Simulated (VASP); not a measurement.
Set up this calculation in VASP 6.6.1, as the native input.

```yaml
Task: single point
Functional: PBEsol
Potentials_or_basis: VASP PAW PBE potentials, release 64 (Mg, O)
Cutoff: 600 eV
k_mesh: 9 × 9 × 4
Occupations: gaussian, width 0.05 eV
Spin: no spin polarisation
Dipole_correction: no
Further_INCAR_settings: ALGO = Normal; EDIFF = 1e-06; NBANDS = 26
```

The structure of MgO lies in POSCAR:

```
MgO
1.0
    3.3034678071      0.0000000000      0.0000000000
   -1.6517339036      2.8608870415      0.0000000000
    0.0000000000      0.0000000000     10.0387760228
Mg O
4 4
Direct
    0.2921644744      0.6666666667     -0.0095965247
    0.3745021922      0.6666666667      0.5132548667
    0.6431406448      0.3333333333      0.2474406148
    0.6901926885      0.3333333333      0.7562177272
    0.3084941176      0.6666666667      0.1900862553
    0.3581725490      0.6666666667      0.7108554027
    0.7052269569      0.3333333333      0.4552458632
    0.6281063765      0.3333333333      0.9456957948
```

This cell differs from its parent crystal: atoms displaced along several vibrational modes.

The input as run:

INCAR

```
SYSTEM = MgO
PREC     = Accurate       ! precision mode
ENCUT    = 600            ! plane-wave cutoff, eV
EDIFF    = 1E-6           ! SCF threshold, eV
ISMEAR   = 0              ! smearing method
SIGMA    = 0.05           ! smearing width, eV
LREAL    = .FALSE.        ! projectors in reciprocal space
LASPH    = .TRUE.         ! aspherical terms in the spheres
NELM     = 120            ! most SCF steps
ALGO     = Normal         ! electronic algorithm
ISIF     = 2              ! what is computed and relaxed
LWAVE    = .FALSE.        ! write WAVECAR
LCHARG   = .TRUE.         ! write CHGCAR
GGA      = PS             ! functional
LELF     = .TRUE.         ! ELF
LVHAR    = .TRUE.       
NBANDS   = 26             ! bands
GGA_COMPAT= .FALSE.
```

KPOINTS

```
regular mesh
0
G
  9 9 4
  0 0 0
```

Potentials or basis: VASP PAW PBE potentials, release 64 (Mg, O).

Command:

```bash
$ cat potpaw_PBE.64/Mg/POTCAR potpaw_PBE.64/O/POTCAR > POTCAR
$ mpirun -np 1 vasp_std > vasp.out
```

Results of the run:

* Pressure: -0.1 GPa
* Largest force: 0.756 eV/Å
* Band gap on the k mesh: 3.24 eV

Caveat: the cell differs from its parent crystal (atoms displaced along several vibrational modes); the PAW data sets were made with another functional, which shifts forces and pressure a little.

Wall time 12 min on 1 thread of Oxide Virtual Turin-like Processor, on a shared host, peak memory 0.49 GiB.
